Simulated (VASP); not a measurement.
**BaTiO3: single point with PBE**

BaTiO3:

```xyz
5
Lattice="3.9941 0.0000 0.0000 0.0000 3.9941 0.0000 0.0000 0.0000 3.9941" Properties=species:S:1:pos:R:3 pbc="T T T"
Ba    1.9970    1.9970    1.9970
Ti    0.0000    0.0000    0.0000
O     1.9970    0.0000    0.0000
O     0.0000    1.9970    0.0000
O     0.0000    0.0000    1.9970
```

```
Program                : VASP 6.6.1
Task                   : single point
Functional             : PBE
Potentials or basis    : VASP PAW PBE potentials, release 64 (Ba_sv, Ti_sv, O)
Cutoff                 : 520 eV
k mesh                 : 6 × 6 × 6
Occupations            : gaussian, width 0.01 eV
Spin                   : no spin polarisation
Dipole correction      : no
Further INCAR settings : ALGO = Normal; EDIFF = 1e-06; NBANDS = 28
```

```json
{
  "Pressure": "5.0 GPa",
  "Band gap on the k mesh": "1.76 eV, indirect (least direct gap 1.90 eV)"
}
```

Levels at points of the mesh, in eV from the valence-band top:
```
           k point  band 16  band 17  band 18  band 19  band 20  band 21  band 22  band 23  band 24  band 25
(0.00, 0.00, 0.00)    -1.10    -1.10    -0.14    -0.14    -0.14     1.76     1.76     1.76     3.95     3.95
(0.50, 0.00, 0.00)    -1.94    -1.84    -1.84    -0.71    -0.71     1.92     3.52     3.52     3.95     5.99
(0.50, 0.50, 0.00)    -2.71    -1.72    -0.87    -0.87    -0.09     3.52     3.52     3.94     4.81     7.74
(0.50, 0.50, 0.50)    -2.40    -2.40     0.00     0.00     0.00     4.20     4.20     4.20     6.75     6.75
```

It took 35 s on 1 thread of AMD EPYC 7R43 64-Core Processor (Zen 3) (shared host), peak memory 0.15 GiB.

Caveat: spin-orbit coupling is left out, which moves the levels of the heavy elements. A k mesh can miss the band edges.
